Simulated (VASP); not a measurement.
The system is Zr2Ta.

```
Zr Ta
1.0
     0.00000    3.67412    3.67412
     3.67412    0.00000    3.67412
     3.67412    3.67412    0.00000
Zr Ta
4 2
Cartesian
  4.5926 4.5926 4.5926
  4.5926 2.7556 2.7556
  2.7556 2.7556 4.5926
  2.7556 4.5926 2.7556
  0.0000 0.0000 0.0000
  1.8371 1.8371 1.8371
```

```yaml
Program: VASP 6.6.1
Task: relaxation of cell and atoms
Functional: PBE
Potentials_or_basis: VASP PAW PBE potentials, release 64 (Zr_sv, Ta_pv)
Cutoff: 600 eV
k_mesh: 4 × 4 × 4
Occupations: gaussian, width 0.1 eV
Spin: no spin polarisation
```

At the start: pressure 44.7 GPa; volume 16.53 Å³/atom.

**Question.** How do energy, volume and symmetry change on relaxing?

**Answer.** Over 5 steps the energy falls by 548.1 meV/atom and the volume is 21.26 Å³/atom (+28.6 %); space group Fd-3m (No. 227, to 0.05 Å).

The path:
```
step  energy change (eV)  largest force (eV/Å)  pressure (GPa)  volume (Å³)
   1              0.0000                0.0000           44.70        99.19
   2              1.1671                0.0000          -20.05       181.24
   3             -3.2722                0.0000           -2.09       130.15
   4             -3.2877                0.0000           -0.46       128.21
   5             -3.2885                0.0000            0.09       127.58
```

Final structure:
```yaml
crystal:
  lattice:
    - [0.00000, 3.99564, 3.99564]
    - [3.99564, 0.00000, 3.99564]
    - [3.99564, 3.99564, 0.00000]
  atoms:
    - { symbol: Zr, position: [0.62500, 0.62500, 0.62500] }
    - { symbol: Zr, position: [0.12500, 0.62500, 0.62500] }
    - { symbol: Zr, position: [0.62500, 0.62500, 0.12500] }
    - { symbol: Zr, position: [0.62500, 0.12500, 0.62500] }
    - { symbol: Ta, position: [0.00000, 0.00000, 0.00000] }
    - { symbol: Ta, position: [0.25000, 0.25000, 0.25000] }
```

Caveat: the k points lie up to 0.34 Å⁻¹ apart in the final cell; the volume moved by over 15 % at a fixed basis, so the end points are rough.
